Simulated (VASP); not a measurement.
# As (Fm-3m) in VASP: a series of runs

As is run at these levels: r2SCAN; tasks: single point.

All numbers are computed with VASP 6.6.1; they aren't measurements. Logs are shortened: lines on timing, memory, paths and dates and some standing lists are left out, and cuts for length are marked.

## 1. The cell of the first run

It takes space group Fm-3m (No. 225, cubic). The conventional cell has a = 4.244 Å, b = 4.244 Å, c = 4.244 Å, α = 90.00°, β = 90.00°, γ = 90.00°. As (site symmetry m-3m) has 12 As at 3.00 Å within 4.0 Å.

## 2. Single point, r2SCAN

POSCAR

```
As
1.0
    0.0000000000      2.1218457410      2.1218457410
    2.1218457410      0.0000000000      2.1218457410
    2.1218457410      2.1218457410      0.0000000000
As
1
Direct
    0.0000000000      0.0000000000      0.0000000000
```

INCAR.step1

```
SYSTEM = As
  ALGO = Normal
  EDIFF = 1E-4
  ENCUT = 520
  GGA = PE
  ISMEAR = -1
  LASPH = .TRUE.
  LCHARG = .FALSE.
  LREAL = .FALSE.
  LWAVE = .TRUE.
  NBANDS = 8
  NELM = 100
  PREC = Accurate
  SIGMA = 0.1
```

INCAR.step2

```
SYSTEM = As
  ALGO = Normal
  EDIFF = 1E-6
  ENCUT = 520
  ISIF = 2
  ISMEAR = -1
  ISTART = 1
  LASPH = .TRUE.
  LCHARG = .TRUE.
  LELF = .TRUE.
  LMIXTAU = .TRUE.
  LREAL = .FALSE.
  LVHAR = .TRUE.
  LWAVE = .FALSE.
  METAGGA = R2SCAN
  NBANDS = 8
  NELM = 100
  PREC = Accurate
  SIGMA = 0.1
```

KPOINTS

```
k-points
0
G
  13 13 13
  0 0 0
```

Potentials or basis: VASP PAW PBE potentials, release 64 (As).

Launch:

```bash
> cat potpaw_PBE.64/As/POTCAR > POTCAR
> cp INCAR.step1 INCAR
> mpirun -np 1 vasp_std > vasp.out
> cp INCAR.step2 INCAR
> mpirun -np 1 vasp_std > vasp.out
```

OUTCAR:

```text
SYSTEM = As
   EDIFF = 1E-6
   ENCUT = 520
   ISIF = 2
   ISMEAR = -1
   ISTART = 1
   LASPH = .TRUE.
   LREAL = .FALSE.
   METAGGA = R2SCAN
   NELM = 100
   PREC = Accurate

 ion  position               nearest neighbor table
   1  0.000  0.000  0.000-

  LATTYP: Found a face centered cubic cell.
 ALAT       =     4.2436914820

  Lattice vectors:

 A1 = (   0.0000000000,   2.1218457410,   2.1218457410)
 A2 = (   2.1218457410,   0.0000000000,   2.1218457410)
 A3 = (   2.1218457410,   2.1218457410,   0.0000000000)

Analysis of symmetry for initial positions (statically):
=====================================================================
 Subroutine PRICEL returns:
 Original cell was already a primitive cell.

 Routine SETGRP: Setting up the symmetry group for a
 face centered cubic supercell.

 Subroutine GETGRP returns: Found 48 space group operations
 (whereof 48 operations were pure point group operations)
 out of a pool of 48 trial point group operations.

The static configuration has the point symmetry O_h .

Analysis of symmetry for dynamics (positions and initial velocities):
=====================================================================
 Subroutine PRICEL returns:
 Original cell was already a primitive cell.

 Routine SETGRP: Setting up the symmetry group for a
 face centered cubic supercell.

 Subroutine GETGRP returns: Found 48 space group operations
 (whereof 48 operations were pure point group operations)
 out of a pool of 48 trial point group operations.

The dynamic configuration has the point symmetry O_h .

 Subroutine INISYM returns: Found 48 space group operations
 (whereof 48 operations are pure point group operations),
 and found     1 'primitive' translations

----------------------------------------------------------------------------------------

                                     Primitive cell

  volume of cell :      19.1061

  direct lattice vectors                    reciprocal lattice vectors
     0.000000000  2.121845741  2.121845741    -0.235643897  0.235643897  0.235643897
     2.121845741  0.000000000  2.121845741     0.235643897 -0.235643897  0.235643897
     2.121845741  2.121845741  0.000000000     0.235643897  0.235643897 -0.235643897

  length of vectors
     3.000743024  3.000743024  3.000743024     0.408147203  0.408147203  0.408147203

  position of ions in fractional coordinates (direct lattice)
     0.000000000  0.000000000  0.000000000

  ion indices of the primitive-cell ions
   primitive index   ion index
                 1           1

----------------------------------------------------------------------------------------

 KPOINTS: k-points

Automatic generation of k-mesh.
 Grid dimensions read from file:
 generate k-points for:   13   13   13

 Generating k-lattice:

  Cartesian coordinates                     Fractional coordinates (reciprocal lattice)
    -0.018126454  0.018126454  0.018126454     0.076923077  0.000000000  0.000000000
     0.018126454 -0.018126454  0.018126454     0.000000000  0.076923077  0.000000000
     0.018126454  0.018126454 -0.018126454     0.000000000  0.000000000  0.076923077

  Length of vectors
     0.031395939  0.031395939  0.031395939

  Shift w.r.t. Gamma in fractional coordinates (k-lattice)
     0.000000000  0.000000000  0.000000000

 Subroutine IBZKPT returns following result:
 ===========================================

 Found     84 irreducible k-points:

 Following reciprocal coordinates:
            Coordinates               Weight
  0.000000  0.000000  0.000000      1.000000
  0.076923  0.000000  0.000000      8.000000
  0.153846  0.000000  0.000000      8.000000
  0.230769  0.000000  0.000000      8.000000
  0.307692  0.000000  0.000000      8.000000
  0.384615  0.000000  0.000000      8.000000
[... 16 lines left out ...]
  0.384615  0.153846  0.000000     24.000000
  0.461538  0.153846  0.000000     24.000000
 [... further k-points ...]
   k-points           NKPTS =     84   k-points in BZ     NKDIM =     84   number of bands    NBANDS=      8
   number of dos      NEDOS =    301   number of ions     NIONS =      1
   total plane-waves  NPLWV =  13824
   dimension x,y,z NGX =    24 NGY =   24 NGZ =   24
   dimension x,y,z NGXF=    48 NGYF=   48 NGZF=   48
   ions per type =               1
   NGX,Y,Z   is equivalent  to a cutoff of  13.30, 13.30, 13.30 a.u.
   NGXF,Y,Z  is equivalent  to a cutoff of  26.59, 26.59, 26.59 a.u.
 SYSTEM =  As
   PREC   = accura    normal or accurate (medium, high low for compatibility)
   ISTART =      1    job   : 0-new  1-cont  2-samecut
   ICHARG =      0    charge: 1-file 2-atom 10-const
   ISPIN  =      1    spin polarized calculation?
   LNONCOLLINEAR =      F non collinear calculations
   LSORBIT =      F    spin-orbit coupling
   LASPH  =      T    aspherical Exc in radial PAW
   ENCUT  =  520.0 eV  38.22 Ry    6.18 a.u.   5.58  5.58  5.58*2*pi/ulx,y,z
   NELM   =    100;   NELMIN=  2; NELMDL=  0     # of ELM steps
   EDIFF  = 0.1E-05   stopping-criterion for ELM
   LREAL  =      F    real-space projection
   EDIFFG = 0.1E-04   stopping-criterion for IOM
   NSW    =      0    number of steps for IOM
   IBRION =     -1    ionic relax: 0-MD 1-quasi-New 2-CG
   NFREE  =      0    steps in history (QN), initial steepest desc. (CG)
   ISIF   =      2    stress and relaxation
   ISYM   =      2    0-nonsym 1-usesym 2-fastsym
   POTIM  = 0.5000    time-step for ionic-motion
   TEBEG  =    0.0;   TEEND  =   0.0 temperature during run
   PSTRESS=    0.0 pullay stress
   NELECT =       5.0000    total number of electrons
   NUPDOWN=      -1.0000    fix difference up-down
   EMIN   =  10.00;   EMAX   =-10.00  energy-range for DOS
   EFERMI =   0.00;   METHOD = LEGACY
   ISMEAR =    -1;   SIGMA  =   0.10  broadening in eV -4-tet -1-fermi 0-gaus
   EFERMI_NEDOS =   21; number of points for ismear=-14 and -15
   IALGO  =     38    algorithm
   IMIX   =      4    mixing-type and parameters
     AMIX     =   0.40;   BMIX     =  1.00
     AMIX_MAG =   1.60;   BMIX_MAG =  1.00
  volume/ion in A,a.u.               =      19.11       128.93
  Fermi-wavevector in a.u.,A,eV,Ry     =   1.047147  1.978821 14.919020  1.096517
  Thomas-Fermi vector in A             =   2.182015
   LORBIT       =      0    0 simple, 1 ext, 2 COOP (PROOUT), +10 PAW based schemes
   METAGGA = R2SCAN    functional components
   LHFCALC =     F    Hartree Fock is set to
   AEXX    =    0.0000 exact exchange contribution
   IVDW    =     0    specifies the selected vdW correction
   LEPSILON=     F    determine dielectric tensor
   LRPA    =     F    only Hartree local field effects (RPA)
 non-spin polarized calculation
  energy-cutoff  :      520.00
  volume of cell :       19.11
 maximum number of plane-waves:       533
   NGX = 11   NGY = 11   NGZ = 11

 number of electron       5.0000001 magnetization

 Free energy of the ion-electron system (eV)
  ---------------------------------------------------
  ext. energy  EPLUGINS =         0.00000000
  ---------------------------------------------------
  free energy    TOTEN  =       -13.96043635 eV

  energy without entropy =      -13.93980789  energy(sigma->0) =      -13.95012212

 E-fermi :   6.3462     XC(G=0): -11.3466

 val. band max:        6.3070502150   @ k =   0.4615   0.2308   0.0000
 cond. band min:       6.3990304851   @ k =  -0.3846   0.4615   0.0769
 fundamental gap:      0.0919802701
 Fermi energy:         6.3461913053

 k-point     1 :       0.0000    0.0000    0.0000
  band No.  band energies     occupation
      1      -9.4949      2.00000
      2      12.3880      0.00000
      3      12.3880      0.00000
      4      12.3880      0.00000
      5      19.3077      0.00000
      6      19.3077      0.00000
      7      19.3077      0.00000
      8      21.7921      0.00000

 k-point     2 :       0.0769    0.0000    0.0000
  band No.  band energies     occupation
      1      -9.3486      2.00000
      2      11.2325      0.00000
      3      12.2211      0.00000
      4      12.2211      0.00000
      5      18.8087      0.00000
      6      19.6224      0.00000
      7      19.6224      0.00000
      8      22.3809      0.00000

 k-point     3 :       0.1538    0.0000    0.0000
  band No.  band energies     occupation
      1      -8.9119      2.00000
      2       8.7748      0.00000
      3      11.8238      0.00000
      4      11.8238      0.00000
      5      18.0750      0.00000
      6      20.2337      0.00000
      7      20.2337      0.00000
      8      23.6529      0.00000

 k-point     4 :       0.2308    0.0000    0.0000
  band No.  band energies     occupation
      1      -8.1938      2.00000
      2       6.0525      1.89931
      3      11.3736      0.00000
      4      11.3736      0.00000
      5      17.4949      0.00000
      6      20.1075      0.00000
      7      20.1075      0.00000
      8      23.6808      0.00000

 k-point     5 :       0.3077    0.0000    0.0000
  band No.  band energies     occupation
      1      -7.2188      2.00000
      2       3.4514      2.00000
      3      10.9865      0.00000
      4      10.9865      0.00000
      5      17.1078      0.00000
      6      19.3320      0.00000
      7      19.3320      0.00000
      8      22.5884      0.00000
[... 177 lines left out ...]
 k-point    22 :       0.3077    0.1538    0.0000
  band No.  band energies     occupation
      1      -7.3847      2.00000
      2       5.4386      1.99977
      3       9.4185      0.00000
      4       9.5386      0.00000
      5      15.9318      0.00000
      6      18.1653      0.00000
      7      22.3851      0.00000
      8      22.6419      0.00000

 k-point    23 :       0.3846    0.1538    0.0000
  band No.  band energies     occupation
      1      -6.3459      2.00000
      2       3.0391      2.00000
      3       8.7627      0.00000
      4       9.2226      0.00000
      5      15.5326      0.00000
      6      19.2895      0.00000
      7      21.7152      0.00000
      8      22.5932      0.00000

 k-point    24 :       0.4615    0.1538    0.0000
  band No.  band energies     occupation
      1      -5.1919      2.00000
      2       0.9966      2.00000
      3       8.0531      0.00000
      4       9.2668      0.00000
      5      15.3810      0.00000
      6      19.8810      0.00000
      7      20.8597      0.00000
      8      23.9227      0.00000

 [... further k-points ...]
[... 5 lines left out ...]
  --------------------------------------------------------------------------------------
  -------------------------------------------------------------------------------------
  Total       -0.0117471     -0.0117471     -0.0117471      0.0000000      0.0000000      0.0000000
  in kB       -0.9850797     -0.9850797     -0.9850797      0.0000000      0.0000000      0.0000000
  external PRESSURE =      -0.9850797 kB  Pullay stress =       0.0000000 kB

 VOLUME and BASIS-vectors are now :
 -----------------------------------------------------------------------------
  energy-cutoff  :      520.00
  volume of cell :       19.11
      direct lattice vectors                 reciprocal lattice vectors
     0.000000000  2.121845741  2.121845741    -0.235643897  0.235643897  0.235643897
     2.121845741  0.000000000  2.121845741     0.235643897 -0.235643897  0.235643897
     2.121845741  2.121845741  0.000000000     0.235643897  0.235643897 -0.235643897

 POSITION                                       TOTAL-FORCE (eV/Angst)
 -----------------------------------------------------------------------------------
      0.00000      0.00000      0.00000        -0.000000     -0.000000     -0.000000
 -----------------------------------------------------------------------------------
    total drift:                               -0.000000     -0.000000     -0.000000

  FREE ENERGIE OF THE ION-ELECTRON SYSTEM (eV)
  ---------------------------------------------------
  free  energy   TOTEN  =       -13.9604363467 eV

  energy  without entropy=      -13.9398078865  energy(sigma->0) =      -13.95012212
```

Wall time 48 s (1 thread of AMD EPYC 9R45 (Zen 5), shared host); peak memory 0.11 GiB.

What came out:

* Free energy: -13.9604 eV
* Pressure: -0.1 GPa

Levels at points of the mesh, in eV from the Fermi level:
```
           k point  band 1  band 2  band 3  band 4  band 5  band 6
(0.00, 0.00, 0.00)  -15.84    6.04    6.04    6.04   12.96   12.96
```

Caveat: the PAW data sets were made with another functional, which shifts forces and pressure a little.

(Continued in part 2 of 2.)
